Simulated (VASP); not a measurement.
# Te (R-3m) in VASP: a series of runs

The runs below take Te through relaxation of cell and atoms, with PBEsol.

All numbers are computed with VASP 6.6.1; they aren't measurements. Logs are shortened: lines on timing, memory, paths and dates and some standing lists are left out, and cuts for length are marked.

## Step 1: The cell of the first run

The structure is trigonal, space group R-3m (No. 166). Conventional cell: a = 4.097 Å, b = 4.097 Å, c = 10.857 Å, α = 90.00°, β = 90.00°, γ = 120.00°. Within 3.6 Å of Te (site symmetry 3m) lie 6 Te at 2.76 to 3.23 Å.

## Step 2: Relaxation of cell and atoms, PBEsol, target pressure 8.9 GPa, at which the enthalpy is minimised

INCAR

```
PREC = Accurate
ENCUT = 600
EDIFF = 1E-6
ISMEAR = -1
SIGMA = 0.1
LREAL = F
LASPH = T
NELM = 100
ALGO = Normal
ISIF = 3
LWAVE = F
LCHARG = F
GGA = PS
IBRION = 2
NSW = 60
EDIFFG = -0.005
PSTRESS = 89.0
```

KPOINTS

```
Automatic mesh
0
Gamma
  11 11 11
```

POSCAR

```
Te
1.0
    2.0485605288     -1.1827369727      3.6191236008
    0.0000000000      2.3654739454      3.6191236008
   -2.0485605288     -1.1827369727      3.6191236008
Te
2
Direct
    0.2320000000      0.2320000000      0.2320000000
   -0.2320000000     -0.2320000000     -0.2320000000
```

Potentials or basis: VASP PAW PBE potentials, release 64 (Te).

Started as:

```console
$ cat potpaw_PBE.64/Te/POTCAR > POTCAR
$ mpirun -np 1 vasp_std > vasp.out
```

OUTCAR:

```text
PREC = Accurate
   ENCUT = 600
   EDIFF = 1E-6
   ISMEAR = -1
   LREAL = F
   LASPH = T
   NELM = 100
   ISIF = 3
   GGA = PS
   IBRION = 2
   NSW = 60
   EDIFFG = -0.005
   PSTRESS = 89.0

 ion  position               nearest neighbor table
   1  0.232  0.232  0.232-   2 2.76   2 2.76   2 2.76   2 3.23   2 3.23   2 3.23
   2  0.768  0.768  0.768-   1 2.76   1 2.76   1 2.76   1 3.23   1 3.23   1 3.23

  LATTYP: Found a trigonal (rhomboedric) cell.
 ALAT       =     4.3236006550
 COS(alpha) =     0.5510102270

  Lattice vectors:

 A1 = (   2.0485605288,  -1.1827369727,   3.6191236008)
 A2 = (   0.0000000000,   2.3654739454,   3.6191236008)
 A3 = (  -2.0485605288,  -1.1827369727,   3.6191236008)

Analysis of symmetry for initial positions (statically):
=====================================================================
 Subroutine PRICEL returns:
 Original cell was already a primitive cell.

 Routine SETGRP: Setting up the symmetry group for a
 trigonal (rhombohedral) supercell.

 Subroutine GETGRP returns: Found 12 space group operations
 (whereof 12 operations were pure point group operations)
 out of a pool of 12 trial point group operations.

The static configuration has the point symmetry D_3d.

Analysis of symmetry for dynamics (positions and initial velocities):
=====================================================================
 Subroutine PRICEL returns:
 Original cell was already a primitive cell.

 Routine SETGRP: Setting up the symmetry group for a
 trigonal (rhombohedral) supercell.

 Subroutine GETGRP returns: Found 12 space group operations
 (whereof 12 operations were pure point group operations)
 out of a pool of 12 trial point group operations.

The dynamic configuration has the point symmetry D_3d.

 Subroutine INISYM returns: Found 12 space group operations
 (whereof 12 operations are pure point group operations),
 and found     1 'primitive' translations

----------------------------------------------------------------------------------------

                                     Primitive cell

  volume of cell :      52.6128

  direct lattice vectors                    reciprocal lattice vectors
     2.048560529 -1.182736973  3.619123601     0.244073823 -0.140916087  0.092103329
     0.000000000  2.365473945  3.619123601     0.000000000  0.281832175  0.092103329
    -2.048560529 -1.182736973  3.619123601    -0.244073823 -0.140916087  0.092103329

  length of vectors
     4.323600655  4.323600655  4.323600655     0.296500250  0.296500250  0.296500250

  position of ions in fractional coordinates (direct lattice)
     0.232000000  0.232000000  0.232000000
     0.768000000  0.768000000  0.768000000

  ion indices of the primitive-cell ions
   primitive index   ion index
                 1           1
                 2           2

----------------------------------------------------------------------------------------

 KPOINTS: Automatic mesh

Automatic generation of k-mesh.
 Grid dimensions read from file:
 generate k-points for:   11   11   11

 Generating k-lattice:

  Cartesian coordinates                     Fractional coordinates (reciprocal lattice)
     0.022188529 -0.012810553  0.008373030     0.090909091 -0.000000000  0.000000000
     0.000000000  0.025621107  0.008373030    -0.000000000  0.090909091 -0.000000000
    -0.022188529 -0.012810553  0.008373030     0.000000000 -0.000000000  0.090909091

  Length of vectors
     0.026954568  0.026954568  0.026954568

  Shift w.r.t. Gamma in fractional coordinates (k-lattice)
     0.000000000  0.000000000  0.000000000

 Subroutine IBZKPT returns following result:
 ===========================================

 Found    146 irreducible k-points:

 Following reciprocal coordinates:
            Coordinates               Weight
  0.000000  0.000000  0.000000      1.000000
  0.090909 -0.000000  0.000000      6.000000
  0.181818  0.000000  0.000000      6.000000
  0.272727  0.000000  0.000000      6.000000
  0.363636 -0.000000  0.000000      6.000000
  0.454545 -0.000000  0.000000      6.000000
[... 16 lines left out ...]
 -0.272727  0.181818 -0.000000     12.000000
 -0.181818  0.181818 -0.000000      6.000000
 [... further k-points ...]
   k-points           NKPTS =    146   k-points in BZ     NKDIM =    146   number of bands    NBANDS=     10
   number of dos      NEDOS =    301   number of ions     NIONS =      2
   total plane-waves  NPLWV =  46656
   dimension x,y,z NGX =    36 NGY =   36 NGZ =   36
   dimension x,y,z NGXF=    72 NGYF=   72 NGZF=   72
   ions per type =               2
   NGX,Y,Z   is equivalent  to a cutoff of  13.84, 13.84, 13.84 a.u.
   NGXF,Y,Z  is equivalent  to a cutoff of  27.68, 27.68, 27.68 a.u.
 SYSTEM =  unknown system
   PREC   = accura    normal or accurate (medium, high low for compatibility)
   ISTART =      0    job   : 0-new  1-cont  2-samecut
   ICHARG =      2    charge: 1-file 2-atom 10-const
   ISPIN  =      1    spin polarized calculation?
   LNONCOLLINEAR =      F non collinear calculations
   LSORBIT =      F    spin-orbit coupling
   LASPH  =      T    aspherical Exc in radial PAW
   ENCUT  =  600.0 eV  44.10 Ry    6.64 a.u.   8.64  8.64  8.64*2*pi/ulx,y,z
   NELM   =    100;   NELMIN=  2; NELMDL= -5     # of ELM steps
   EDIFF  = 0.1E-05   stopping-criterion for ELM
   LREAL  =      F    real-space projection
   EDIFFG = -.5E-02   stopping-criterion for IOM
   NSW    =     60    number of steps for IOM
   IBRION =      2    ionic relax: 0-MD 1-quasi-New 2-CG
   NFREE  =      1    steps in history (QN), initial steepest desc. (CG)
   ISIF   =      3    stress and relaxation
   ISYM   =      2    0-nonsym 1-usesym 2-fastsym
   POTIM  = 0.5000    time-step for ionic-motion
   TEBEG  =    0.0;   TEEND  =   0.0 temperature during run
   PSTRESS=   89.0 pullay stress
   NELECT =      12.0000    total number of electrons
   NUPDOWN=      -1.0000    fix difference up-down
   EMIN   =  10.00;   EMAX   =-10.00  energy-range for DOS
   EFERMI =   0.00;   METHOD = LEGACY
   ISMEAR =    -1;   SIGMA  =   0.10  broadening in eV -4-tet -1-fermi 0-gaus
   EFERMI_NEDOS =   21; number of points for ismear=-14 and -15
   IALGO  =     38    algorithm
   IMIX   =      4    mixing-type and parameters
     AMIX     =   0.40;   BMIX     =  1.00
     AMIX_MAG =   1.60;   BMIX_MAG =  1.00
  volume/ion in A,a.u.               =      26.31       177.52
  Fermi-wavevector in a.u.,A,eV,Ry     =   1.000241  1.890182 13.612388  1.000482
  Thomas-Fermi vector in A             =   2.132584
   LORBIT       =      0    0 simple, 1 ext, 2 COOP (PROOUT), +10 PAW based schemes
   GGA     = PS    functional components
   LHFCALC =     F    Hartree Fock is set to
   AEXX    =    0.0000 exact exchange contribution
   IVDW    =     0    specifies the selected vdW correction
   LEPSILON=     F    determine dielectric tensor
   LRPA    =     F    only Hartree local field effects (RPA)
 conjugate gradient relaxation of ions
 non-spin polarized calculation
  energy-cutoff  :      600.00
  volume of cell :       52.61
 maximum number of plane-waves:      1779
   NGX = 17   NGY = 17   NGZ = 17

--------------------------------------- Ionic step        1  -------------------------------------------

 number of electron      12.0000000 magnetization

 Free energy of the ion-electron system (eV)
  ---------------------------------------------------
  ext. energy  EPLUGINS =         0.00000000
  ---------------------------------------------------
  free energy    TOTEN  =        -5.84913475 eV

  energy without entropy =       -5.79936175  energy(sigma->0) =       -5.82424825

------------------------ aborting loop because EDIFF is reached ----------------------------------------

  FORCE on cell =-STRESS in cart. coord.  units (eV):
  Direction    XX          YY          ZZ          XY          YZ          ZX
  --------------------------------------------------------------------------------------
  -------------------------------------------------------------------------------------
  Total        7.4137985      7.4137985      5.3356386      0.0000000      0.0000000     -0.0000000
  in kB      225.7666141    225.7666140    162.4820335      0.0000000      0.0000000     -0.0000000
  external PRESSURE =     115.6717539 kB  Pullay stress =      89.0000000 kB
[... 97 lines left out ...]
  energy  without entropy=       -6.8398816751  energy(sigma->0) =       -6.85967472

  enthalpy is  TOTEN    =        -3.5182132083 eV   P V=        3.3612545537

 E-fermi :   7.4972     XC(G=0):  -9.7870

 val. band max:        7.4836535484   @ k =  -0.1818   0.1818   0.1818
 cond. band min:       7.4974328803   @ k =   0.3636   0.0909   0.0000
 fundamental gap:      0.0137793320
 Fermi energy:         7.4972393706

 k-point     1 :       0.0000    0.0000    0.0000
  band No.  band energies     occupation
      1      -6.9261      2.00000
      2      -0.5868      2.00000
      3       3.9046      2.00000
      4       4.2819      2.00000
      5       4.2819      2.00000
      6       8.5333      0.00006
      7       8.6009      0.00003
      8       8.6009      0.00003
      9      11.5568      0.00000
     10      11.8529      0.00000
[... 287 lines left out ...]
 k-point    24 :      -0.1818    0.1818   -0.0000
  band No.  band energies     occupation
      1      -6.0507      2.00000
      2      -2.3723      2.00000
      3       2.9531      2.00000
      4       4.9482      2.00000
      5       5.1483      2.00000
      6       6.0970      2.00000
      7       6.2704      1.99999
      8       9.3807      0.00000
      9      11.4352      0.00000
     10      12.4719      0.00000

 [... further k-points ...]

[... ionic steps 4 to 39 ...]

--------------------------------------- Ionic step       40  -------------------------------------------

 number of electron      12.0000000 magnetization

------------------------ aborting loop because EDIFF is reached ----------------------------------------
[... 71 lines left out ...]
--------------------------------------- Ionic step       42  -------------------------------------------

 number of electron      12.0000000 magnetization

 Free energy of the ion-electron system (eV)
  ---------------------------------------------------
  ext. energy  EPLUGINS =         0.00000000
  ---------------------------------------------------
  free energy    TOTEN  =        -6.77827323 eV

  energy without entropy =       -6.74392407  energy(sigma->0) =       -6.76109865

 E-fermi :   9.0981     XC(G=0): -10.4305

 val. band max:        9.0979275753   @ k =   0.4545   0.2727   0.1818
 cond. band min:       9.1065699759   @ k =   0.1818   0.0000   0.0000
 fundamental gap:      0.0086424006
 Fermi energy:         9.0981351725

 k-point     1 :       0.0000    0.0000    0.0000
  band No.  band energies     occupation
      1      -5.9892      2.00000
      2       0.7585      2.00000
      3       3.3955      2.00000
      4       7.2906      2.00000
      5       7.2906      2.00000
      6      10.7904      0.00000
      7      10.7904      0.00000
      8      12.1604      0.00000
      9      12.4436      0.00000
     10      14.6937      0.00000
[... 287 lines left out ...]
 k-point    24 :      -0.1818    0.1818   -0.0000
  band No.  band energies     occupation
      1      -4.8112      2.00000
      2      -0.4101      2.00000
      3       4.0934      2.00000
      4       6.2387      2.00000
      5       6.3075      2.00000
      6       6.9535      2.00000
      7       7.2566      2.00000
      8      12.0230      0.00000
      9      13.6138      0.00000
     10      14.7280      0.00000

 [... further k-points ...]

------------------------ aborting loop because EDIFF is reached ----------------------------------------

  FORCE on cell =-STRESS in cart. coord.  units (eV):
  Direction    XX          YY          ZZ          XY          YZ          ZX
  --------------------------------------------------------------------------------------
  -------------------------------------------------------------------------------------
  Total        2.9339634      2.9339634      2.9242800      0.0000000     -0.0000000     -0.0000000
  in kB       89.1149431     89.1149428     88.8208246      0.0000000     -0.0000000     -0.0000000
  external PRESSURE =       0.0169035 kB  Pullay stress =      89.0000000 kB
[... 21 lines left out ...]
  energy  without entropy=       -6.7439240686  energy(sigma->0) =       -6.76109865

  enthalpy is  TOTEN    =        -3.8480941548 eV   P V=        2.9301790703

 reached required accuracy - stopping structural energy minimisation
```

It took 14 min on 1 thread of AMD EPYC 9R45 (Zen 5), shared host; peak memory 0.24 GiB.

Results:

* Free energy: -6.7783 eV
* Relaxed volume: 26.37 Å³/atom
* Relaxed cell: a = 4.742 Å, b = 4.742 Å, c = 4.742 Å, α = 47.34°, β = 47.34°, γ = 47.34°
* Space group after relaxing (to 0.1 Å): R-3m (No. 166)
* Energy change on relaxing (the run minimises the enthalpy): -464.6 meV/atom
* Ionic steps: 42
* Pressure after relaxing: 8.9 GPa
* Largest force after relaxing: 0.003 eV/Å
* Band gap on the k mesh: zero (bands 6 and 7 overlap by 4.39 eV)

Forces on the atoms (eV/Å):
```
Te   0.000  0.000 -0.003
Te   0.000  0.000  0.003
```

The path:
| step | energy change (eV) | largest force (eV/Å) | pressure (GPa) | volume (Å³) |
| --- | --- | --- | --- | --- |
| 1 | 0.0000 | 3.7077 | 20.47 | 52.61 |
| 3 | -1.0303 | 1.3317 | 3.08 | 60.51 |
| 5 | -1.0002 | 0.1654 | 9.13 | 55.57 |
| 7 | -0.9946 | 0.1247 | 9.31 | 55.46 |
| 9 | -1.0159 | 0.0208 | 8.67 | 55.82 |
| 11 | -1.0007 | 0.0903 | 9.12 | 55.53 |
| 13 | -1.0002 | 0.1323 | 9.10 | 55.49 |
| 15 | -0.9972 | 0.3310 | 8.95 | 55.26 |
| 17 | -0.8961 | 1.0519 | 8.14 | 53.42 |
| 19 | -0.9623 | 0.8678 | 8.36 | 54.32 |
| 21 | -0.9617 | 0.8753 | 8.28 | 54.30 |
| 23 | -0.9566 | 0.9017 | 7.90 | 54.20 |
| 25 | -0.9567 | 0.8696 | 7.93 | 54.13 |
| 27 | -0.9552 | 0.7242 | 8.07 | 53.82 |
| 29 | -0.9169 | 0.1424 | 8.85 | 52.56 |
| 31 | -0.9095 | 0.0820 | 9.08 | 52.42 |
| 33 | -0.9259 | 0.0446 | 8.70 | 52.70 |
| 35 | -0.9325 | 0.0294 | 8.55 | 52.82 |
| 37 | -0.9283 | 0.0173 | 8.90 | 52.73 |
| 39 | -0.9283 | 0.0123 | 8.90 | 52.73 |
| 41 | -0.9278 | 0.0012 | 8.94 | 52.73 |
| 42 | -0.9291 | 0.0034 | 8.90 | 52.75 |

Final structure:
```yaml
crystal:
  lattice:
    - [1.90365, -1.09907, 4.20195]
    - [0.00000, 2.19814, 4.20195]
    - [-1.90365, -1.09907, 4.20195]
  atoms:
    - { symbol: Te, position: [0.25001, 0.25001, 0.25001] }
    - { symbol: Te, position: [0.74999, 0.74999, 0.74999] }
```

Levels at points of the mesh, in eV from the Fermi level:
| k point | band 3 | band 4 | band 5 | band 6 | band 7 | band 8 | band 9 | band 10 |
| --- | --- | --- | --- | --- | --- | --- | --- | --- |
| (0.00, 0.00, 0.00) | -5.70 | -1.81 | -1.81 | 1.69 | 1.69 | 3.06 | 3.35 | 5.60 |

Caveat: the cell is relaxed towards a set pressure, so the run minimises the enthalpy, not the energy; the PAW data sets were made with another functional, which shifts forces and pressure a little; spin-orbit coupling is left out, which moves the levels of the heavy elements.

(Continued in part 2 of 2.)
